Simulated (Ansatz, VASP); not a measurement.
# BN: VASP beside Ansatz

```
B N
1.0
     2.34962    0.00000    0.00000
    -1.17481    2.03483    0.00000
     0.00000    0.00000    4.22685
B N
2 2
Direct
  0.66667 0.33333 0.99972
  0.33333 0.66667 0.49972
  0.66667 0.33333 0.62528
  0.33333 0.66667 0.12528
```

Change from the starting cell: strain -0.080 along x and y, +0.000 along z, atoms carried along.

Alike in both runs: task single point; functional LDA; k mesh 12 × 12 × 6; occupations gaussian, width 0.05 eV; no spin polarisation.

```csv
,VASP,Ansatz
version,VASP 6.6.1,Ansatz 0.2.0
potentials or method,"VASP PAW LDA potentials, release 64 (B, N), cutoff 520 eV","scalar-relativistic, plane waves, PAW"
valence electrons in the cell,16,16
```

```csv
,VASP,Ansatz,Ansatz less VASP
gap on the k mesh at the Fermi level (eV),4.25,4.28,+0.032
least direct gap on the mesh (eV),6.34,6.35,+0.014
pressure (GPa),71.9,70.4,-1.56
"traceless stress, the component that is largest in VASP (GPa)",-74.58,-74.16,+0.419
rms of the force components (eV/Å),0.363,0.352,-0.0109
```

LDA's correlation is that of Perdew and Zunger in VASP and of Perdew and Wang (1992) in Ansatz. Atom by atom the forces differ by 0.011 eV/Å (rms over components). Both programs put the cell under a high pressure, so it lies far from rest at this level.

Noted on VASP's run: the cell as given lies far from equilibrium.
